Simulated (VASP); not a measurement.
# Rb3Ba (Fm-3m) in VASP: further runs

The runs below take Rb3Ba through single point, with PBE.

Everything below comes from runs of VASP 6.6.1. Logs are shortened: lines on timing, memory, paths and dates and some standing lists are left out, and cuts for length are marked.

### 1 The cell of the first run

The structure is cubic, space group Fm-3m (No. 225). The conventional cell has a = 11.029 Å, b = 11.029 Å, c = 11.029 Å, α = 90.00°, β = 90.00°, γ = 90.00°.

### 2 Single point, PBE

The input, INCAR:

```
ALGO = Normal
EDIFF = 1E-7
ENCUT = 520
GGA = PE
ISIF = 2
ISMEAR = 1
LASPH = True
LCHARG = True
LELF = True
LREAL = False
LVHAR = True
LWAVE = False
NBANDS = 26
NELM = 60
PREC = Accurate
SIGMA = 0.015
```

The input, KPOINTS:

```
k-points
0
Gamma
  2 2 2
```

The input, POSCAR:

```
Rb3Ba
1.0
    0.0000000000      5.5144300000      5.5144300000
    5.5144300000      0.0000000000      5.5144300000
    5.5144300000      5.5144300000      0.0000000000
Rb Ba
3 1
Direct
    0.2500000000      0.2500000000      0.2500000000
    0.7500000000      0.7500000000      0.7500000000
    0.5000000000      0.5000000000      0.5000000000
    0.0000000000      0.0000000000      0.0000000000
```

Potentials or basis: VASP PAW PBE potentials, release 64 (Rb_sv, Ba_sv).

Command:

```
cat potpaw_PBE.64/Rb_sv/POTCAR potpaw_PBE.64/Ba_sv/POTCAR > POTCAR
mpirun -np 1 vasp_std > vasp.out
```

OUTCAR:

```text
EDIFF = 1E-7
   ENCUT = 520
   GGA = PE
   ISIF = 2
   ISMEAR = 1
   LASPH = True
   LREAL = False
   NELM = 60
   PREC = Accurate

 ion  position               nearest neighbor table
   1  0.250  0.250  0.250-   4 4.78   4 4.78   4 4.78   3 4.78   4 4.78   3 4.78   3 4.78   3 4.78
                             2 5.51   2 5.51   2 5.51   2 5.51   2 5.51   2 5.51
   2  0.750  0.750  0.750-   3 4.78   3 4.78   3 4.78   3 4.78   4 4.78   4 4.78   4 4.78   4 4.78
                             1 5.51   1 5.51   1 5.51   1 5.51   1 5.51   1 5.51
   3  0.500  0.500  0.500-   1 4.78   1 4.78   1 4.78   1 4.78   2 4.78   2 4.78   2 4.78   2 4.78

   4  0.000  0.000  0.000-   2 4.78   2 4.78   2 4.78   1 4.78   2 4.78   1 4.78   1 4.78   1 4.78

  LATTYP: Found a face centered cubic cell.
 ALAT       =    11.0288600000

  Lattice vectors:

 A1 = (   0.0000000000,   5.5144300000,   5.5144300000)
 A2 = (   5.5144300000,   0.0000000000,   5.5144300000)
 A3 = (   5.5144300000,   5.5144300000,   0.0000000000)

Analysis of symmetry for initial positions (statically):
=====================================================================
 Subroutine PRICEL returns:
 Original cell was already a primitive cell.

 Routine SETGRP: Setting up the symmetry group for a
 face centered cubic supercell.

 Subroutine GETGRP returns: Found 48 space group operations
 (whereof 48 operations were pure point group operations)
 out of a pool of 48 trial point group operations.

The static configuration has the point symmetry O_h .

Analysis of symmetry for dynamics (positions and initial velocities):
=====================================================================
 Subroutine PRICEL returns:
 Original cell was already a primitive cell.

 Routine SETGRP: Setting up the symmetry group for a
 face centered cubic supercell.

 Subroutine GETGRP returns: Found 48 space group operations
 (whereof 48 operations were pure point group operations)
 out of a pool of 48 trial point group operations.

The dynamic configuration has the point symmetry O_h .

 Subroutine INISYM returns: Found 48 space group operations
 (whereof 48 operations are pure point group operations),
 and found     1 'primitive' translations

----------------------------------------------------------------------------------------

                                     Primitive cell

  volume of cell :     335.3759

  direct lattice vectors                    reciprocal lattice vectors
     0.000000000  5.514430000  5.514430000    -0.090671203  0.090671203  0.090671203
     5.514430000  0.000000000  5.514430000     0.090671203 -0.090671203  0.090671203
     5.514430000  5.514430000  0.000000000     0.090671203  0.090671203 -0.090671203

  length of vectors
     7.798581695  7.798581695  7.798581695     0.157047130  0.157047130  0.157047130

  position of ions in fractional coordinates (direct lattice)
     0.250000000  0.250000000  0.250000000
     0.750000000  0.750000000  0.750000000
     0.500000000  0.500000000  0.500000000
     0.000000000  0.000000000  0.000000000

  ion indices of the primitive-cell ions
   primitive index   ion index
                 1           1
                 2           2
                 3           3
                 4           4

----------------------------------------------------------------------------------------

 KPOINTS: k-points

Automatic generation of k-mesh.
 Grid dimensions read from file:
 generate k-points for:    2    2    2

 Generating k-lattice:

  Cartesian coordinates                     Fractional coordinates (reciprocal lattice)
    -0.045335601  0.045335601  0.045335601     0.500000000  0.000000000  0.000000000
     0.045335601 -0.045335601  0.045335601     0.000000000  0.500000000  0.000000000
     0.045335601  0.045335601 -0.045335601     0.000000000  0.000000000  0.500000000

  Length of vectors
     0.078523565  0.078523565  0.078523565

  Shift w.r.t. Gamma in fractional coordinates (k-lattice)
     0.000000000  0.000000000  0.000000000

 Subroutine IBZKPT returns following result:
 ===========================================

 Found      3 irreducible k-points:

 Following reciprocal coordinates:
            Coordinates               Weight
  0.000000  0.000000  0.000000      1.000000
  0.500000  0.000000  0.000000      4.000000
  0.500000  0.500000  0.000000      3.000000
   k-points           NKPTS =      3   k-points in BZ     NKDIM =      3   number of bands    NBANDS=     26
   number of dos      NEDOS =    301   number of ions     NIONS =      4
   total plane-waves  NPLWV = 216000
   dimension x,y,z NGX =    60 NGY =   60 NGZ =   60
   dimension x,y,z NGXF=   120 NGYF=  120 NGZF=  120
   ions per type =               3   1
   NGX,Y,Z   is equivalent  to a cutoff of  12.79, 12.79, 12.79 a.u.
   NGXF,Y,Z  is equivalent  to a cutoff of  25.58, 25.58, 25.58 a.u.
 SYSTEM =  unknown system
   PREC   = accura    normal or accurate (medium, high low for compatibility)
   ISTART =      0    job   : 0-new  1-cont  2-samecut
   ICHARG =      2    charge: 1-file 2-atom 10-const
   ISPIN  =      1    spin polarized calculation?
   LNONCOLLINEAR =      F non collinear calculations
   LSORBIT =      F    spin-orbit coupling
   LASPH  =      T    aspherical Exc in radial PAW
   ENCUT  =  520.0 eV  38.22 Ry    6.18 a.u.  14.50 14.50 14.50*2*pi/ulx,y,z
   NELM   =     60;   NELMIN=  2; NELMDL= -5     # of ELM steps
   EDIFF  = 0.1E-06   stopping-criterion for ELM
   LREAL  =      F    real-space projection
   EDIFFG = 0.1E-05   stopping-criterion for IOM
   NSW    =      0    number of steps for IOM
   IBRION =     -1    ionic relax: 0-MD 1-quasi-New 2-CG
   NFREE  =      0    steps in history (QN), initial steepest desc. (CG)
   ISIF   =      2    stress and relaxation
   ISYM   =      2    0-nonsym 1-usesym 2-fastsym
   POTIM  = 0.5000    time-step for ionic-motion
   TEBEG  =    0.0;   TEEND  =   0.0 temperature during run
   PSTRESS=    0.0 pullay stress
   NELECT =      37.0000    total number of electrons
   NUPDOWN=      -1.0000    fix difference up-down
   EMIN   =  10.00;   EMAX   =-10.00  energy-range for DOS
   EFERMI =   0.00;   METHOD = LEGACY
   ISMEAR =     1;   SIGMA  =   0.01  broadening in eV -4-tet -1-fermi 0-gaus
   EFERMI_NEDOS =   21; number of points for ismear=-14 and -15
   IALGO  =     38    algorithm
   IMIX   =      4    mixing-type and parameters
     AMIX     =   0.40;   BMIX     =  1.00
     AMIX_MAG =   1.60;   BMIX_MAG =  1.00
  volume/ion in A,a.u.               =      83.84       565.81
  Fermi-wavevector in a.u.,A,eV,Ry     =   0.785172  1.483760  8.387924  0.616495
  Thomas-Fermi vector in A             =   1.889454
   LORBIT       =      0    0 simple, 1 ext, 2 COOP (PROOUT), +10 PAW based schemes
   GGA     = PE    functional components
   LHFCALC =     F    Hartree Fock is set to
   AEXX    =    0.0000 exact exchange contribution
   IVDW    =     0    specifies the selected vdW correction
   LEPSILON=     F    determine dielectric tensor
   LRPA    =     F    only Hartree local field effects (RPA)
 non-spin polarized calculation
 Methfessel and Paxton  Order N= 1 SIGMA  =   0.01
  energy-cutoff  :      520.00
  volume of cell :      335.38
 maximum number of plane-waves:      9185
 NGX is ok and might be reduce to    60
   NGX = 29   NGY = 29   NGZ = 29

 number of electron      37.0000000 magnetization

 Free energy of the ion-electron system (eV)
  ---------------------------------------------------
  ext. energy  EPLUGINS =         0.00000000
  ---------------------------------------------------
  free energy    TOTEN  =        -4.46787872 eV

  energy without entropy =       -4.46647873  energy(sigma->0) =       -4.46741206

 E-fermi :   0.1842     XC(G=0):  -5.9048

 val. band max:        0.1811460746   @ k =   0.5000   0.5000   0.0000
 cond. band min:       0.7605596791   @ k =   0.5000   0.0000   0.0000
 fundamental gap:      0.5794136045
 Fermi energy:         0.1841670458

 k-point     1 :       0.0000    0.0000    0.0000
  band No.  band energies     occupation
      1     -29.7888      2.00000
      2     -28.3438      2.00000
      3     -28.2067      2.00000
      4     -28.2057      2.00000
      5     -14.9039      2.00000
      6     -14.9039      2.00000
      7     -14.9039      2.00000
      8     -12.4402      2.00000
      9     -12.4402      2.00000
     10     -12.4402      2.00000
     11     -12.3134      2.00000
     12     -12.3134      2.00000
     13     -12.3134      2.00000
     14     -12.2877      2.00000
     15     -12.2877      2.00000
     16     -12.2877      2.00000
     17      -1.8951      2.00000
     18       0.7886      0.00000
     19       0.7886      0.00000
     20       0.8381      0.00000
     21       0.8381      0.00000
     22       0.8381      0.00000
     23       1.5725      0.00000
     24       1.5725      0.00000
     25       1.5725      0.00000
     26       2.9209      0.00000

 k-point     2 :       0.5000    0.0000    0.0000
  band No.  band energies     occupation
      1     -29.7887      2.00000
      2     -28.3438      2.00000
      3     -28.2063      2.00000
      4     -28.2062      2.00000
      5     -14.9042      2.00000
      6     -14.9041      2.00000
      7     -14.9041      2.00000
      8     -12.4438      2.00000
      9     -12.4438      2.00000
     10     -12.4401      2.00000
     11     -12.3043      2.00000
     12     -12.3035      2.00000
     13     -12.3035      2.00000
     14     -12.2986      2.00000
     15     -12.2938      2.00000
     16     -12.2938      2.00000
     17      -0.9320      2.00000
     18      -0.6006      2.00000
     19       0.7606      0.00000
     20       0.7606      0.00000
     21       0.9074      0.00000
     22       1.2678      0.00000
     23       1.2678      0.00000
     24       1.3687      0.00000
     25       1.3687      0.00000
     26       1.9675      0.00000

 k-point     3 :       0.5000    0.5000    0.0000
  band No.  band energies     occupation
      1     -29.7887      2.00000
      2     -28.3437      2.00000
      3     -28.2064      2.00000
      4     -28.2061      2.00000
      5     -14.9044      2.00000
      6     -14.9044      2.00000
      7     -14.9039      2.00000
      8     -12.4481      2.00000
      9     -12.4481      2.00000
     10     -12.4337      2.00000
     11     -12.3182      2.00000
     12     -12.2986      2.00000
     13     -12.2986      2.00000
     14     -12.2940      2.00000
     15     -12.2940      2.00000
     16     -12.2919      2.00000
     17      -0.5946      2.00000
     18      -0.3023      2.00000
     19       0.1306      2.00001
     20       0.1811      1.33333
     21       1.1048      0.00000
     22       1.1048      0.00000
     23       1.2723      0.00000
     24       1.3468      0.00000
     25       1.3468      0.00000
     26       2.7317      0.00000

------------------------ aborting loop because EDIFF is reached ----------------------------------------

  FORCE on cell =-STRESS in cart. coord.  units (eV):
  Direction    XX          YY          ZZ          XY          YZ          ZX
  --------------------------------------------------------------------------------------
  -------------------------------------------------------------------------------------
  Total       -0.4006271     -0.4006271     -0.4006271     -0.0000000      0.0000000      0.0000000
  in kB       -1.9138991     -1.9138991     -1.9138991     -0.0000000      0.0000000      0.0000000
  external PRESSURE =      -1.9138991 kB  Pullay stress =       0.0000000 kB

 VOLUME and BASIS-vectors are now :
 -----------------------------------------------------------------------------
  energy-cutoff  :      520.00
  volume of cell :      335.38
      direct lattice vectors                 reciprocal lattice vectors
     0.000000000  5.514430000  5.514430000    -0.090671203  0.090671203  0.090671203
     5.514430000  0.000000000  5.514430000     0.090671203 -0.090671203  0.090671203
     5.514430000  5.514430000  0.000000000     0.090671203  0.090671203 -0.090671203

 POSITION                                       TOTAL-FORCE (eV/Angst)
 -----------------------------------------------------------------------------------
      2.75721      2.75721      2.75721         0.000000      0.000000     -0.000000
      8.27164      8.27164      8.27164        -0.000000      0.000000      0.000000
      5.51443      5.51443      5.51443        -0.000000     -0.000000     -0.000000
      0.00000      0.00000      0.00000        -0.000000     -0.000000     -0.000000
 -----------------------------------------------------------------------------------
    total drift:                                0.000000      0.000000     -0.000000

  FREE ENERGIE OF THE ION-ELECTRON SYSTEM (eV)
  ---------------------------------------------------
  free  energy   TOTEN  =        -4.4678787224 eV

  energy  without entropy=       -4.4664787325  energy(sigma->0) =       -4.46741206
```

It took 31 s on 1 thread of Intel Xeon 6975P-C (Granite Rapids), shared host; peak memory 0.46 GiB.

Results:

```yaml
Free_energy: -4.4679 eV
Pressure: -0.2 GPa
```

Levels at points of the mesh, in eV from the Fermi level:
```csv
k point,band 14,band 15,band 16,band 17,band 18,band 19,band 20,band 21,band 22,band 23
"(0.00, 0.00, 0.00)",-12.47,-12.47,-12.47,-2.08,0.60,0.60,0.65,0.65,0.65,1.39
"(0.50, 0.00, 0.00)",-12.48,-12.48,-12.48,-1.12,-0.78,0.58,0.58,0.72,1.08,1.08
"(0.50, 0.50, 0.00)",-12.48,-12.48,-12.48,-0.78,-0.49,-0.05,0.00,0.92,0.92,1.09
```

Caveat: the k points lie up to 0.49 Å⁻¹ apart; spin-orbit coupling is left out, which moves the levels of the heavy elements.

### 3 Single point, PBE

The input, INCAR:

```
PREC = Accurate
ENCUT = 520
EDIFF = 1E-6
ISMEAR = -1
SIGMA = 0.2585199978643553
LREAL = False
LASPH = True
NELM = 80
ALGO = Normal
ISIF = 2
LWAVE = False
LCHARG = False
GGA = PE
NBANDS = 26
```

The input, KPOINTS:

```
regular mesh
0
Gamma
  2 2 2
```

POSCAR is that of step 2.

Potentials or basis: VASP PAW PBE potentials, release 64 (Rb_sv, Ba_sv).

Command:

```
cat potpaw_PBE.64/Rb_sv/POTCAR potpaw_PBE.64/Ba_sv/POTCAR > POTCAR
mpirun -np 1 vasp_std > vasp.out
```

OUTCAR:

```text
PREC = Accurate
   ENCUT = 520
   EDIFF = 1E-6
   ISMEAR = -1
   LREAL = False
   LASPH = True
   NELM = 80
   ISIF = 2
   GGA = PE

 ion  position               nearest neighbor table
   1  0.250  0.250  0.250-   4 4.78   4 4.78   4 4.78   3 4.78   4 4.78   3 4.78   3 4.78   3 4.78
                             2 5.51   2 5.51   2 5.51   2 5.51   2 5.51   2 5.51
   2  0.750  0.750  0.750-   3 4.78   3 4.78   3 4.78   3 4.78   4 4.78   4 4.78   4 4.78   4 4.78
                             1 5.51   1 5.51   1 5.51   1 5.51   1 5.51   1 5.51
   3  0.500  0.500  0.500-   1 4.78   1 4.78   1 4.78   1 4.78   2 4.78   2 4.78   2 4.78   2 4.78

   4  0.000  0.000  0.000-   2 4.78   2 4.78   2 4.78   1 4.78   2 4.78   1 4.78   1 4.78   1 4.78

  LATTYP: Found a face centered cubic cell.
 ALAT       =    11.0288600000

  Lattice vectors:

 A1 = (   0.0000000000,   5.5144300000,   5.5144300000)
 A2 = (   5.5144300000,   0.0000000000,   5.5144300000)
 A3 = (   5.5144300000,   5.5144300000,   0.0000000000)

Analysis of symmetry for initial positions (statically):
=====================================================================
 Subroutine PRICEL returns:
 Original cell was already a primitive cell.

[... 152 lines left out ...]

 val. band max:        0.2108770445   @ k =   0.5000   0.5000   0.0000
 cond. band min:       0.8142489528   @ k =   0.5000   0.0000   0.0000
 fundamental gap:      0.6033719083
 Fermi energy:         0.2700498987

 k-point     1 :       0.0000    0.0000    0.0000
  band No.  band energies     occupation
      1     -29.5652      2.00000
      2     -28.3599      2.00000
      3     -28.2669      2.00000
      4     -28.2660      2.00000
      5     -14.6969      2.00000
      6     -14.6969      2.00000
[... 76 lines left out ...]
     25       1.4552      0.02022
     26       2.7145      0.00016

------------------------ aborting loop because EDIFF is reached ----------------------------------------

  FORCE on cell =-STRESS in cart. coord.  units (eV):
  Direction    XX          YY          ZZ          XY          YZ          ZX
  --------------------------------------------------------------------------------------
  -------------------------------------------------------------------------------------
  Total       -0.1311333     -0.1311333     -0.1311333      0.0000000      0.0000000     -0.0000000
  in kB       -0.6264576     -0.6264576     -0.6264576      0.0000000      0.0000000     -0.0000000
  external PRESSURE =      -0.6264576 kB  Pullay stress =       0.0000000 kB

 VOLUME and BASIS-vectors are now :
 -----------------------------------------------------------------------------
  energy-cutoff  :      520.00
  volume of cell :      335.38
      direct lattice vectors                 reciprocal lattice vectors
     0.000000000  5.514430000  5.514430000    -0.090671203  0.090671203  0.090671203
     5.514430000  0.000000000  5.514430000     0.090671203 -0.090671203  0.090671203
     5.514430000  5.514430000  0.000000000     0.090671203  0.090671203 -0.090671203

 POSITION                                       TOTAL-FORCE (eV/Angst)
 -----------------------------------------------------------------------------------
      2.75721      2.75721      2.75721        -0.000000      0.000000      0.000000
      8.27164      8.27164      8.27164         0.000000      0.000000     -0.000000
      5.51443      5.51443      5.51443        -0.000000     -0.000000     -0.000000
      0.00000      0.00000      0.00000        -0.000000     -0.000000     -0.000000
 -----------------------------------------------------------------------------------
    total drift:                                0.000000      0.000000     -0.000000

  FREE ENERGIE OF THE ION-ELECTRON SYSTEM (eV)
  ---------------------------------------------------
  free  energy   TOTEN  =        -4.8822378452 eV

  energy  without entropy=       -3.9573036047  energy(sigma->0) =       -4.41977072
```

stdout:

```text
POSCAR found type information on POSCAR RbBa
 POSCAR found :  2 types and       4 ions
 scaLAPACK will be used
 LDA part: xc-table for (Slater+PW92), standard interpolation
 POSCAR, INCAR and KPOINTS ok, starting setup
 FFT: planning ... GRIDC
 FFT: planning ... GRID_SOFT
 FFT: planning ... GRID
 WAVECAR not read
 entering main loop
```

Wall time 28 s (1 thread of Intel Xeon 6975P-C (Granite Rapids), shared host); peak memory 0.46 GiB.

What came out:

```yaml
Free_energy: -4.8822 eV
Pressure: -0.1 GPa
```

Caveat: the k points lie up to 0.49 Å⁻¹ apart; spin-orbit coupling is left out, which moves the levels of the heavy elements.
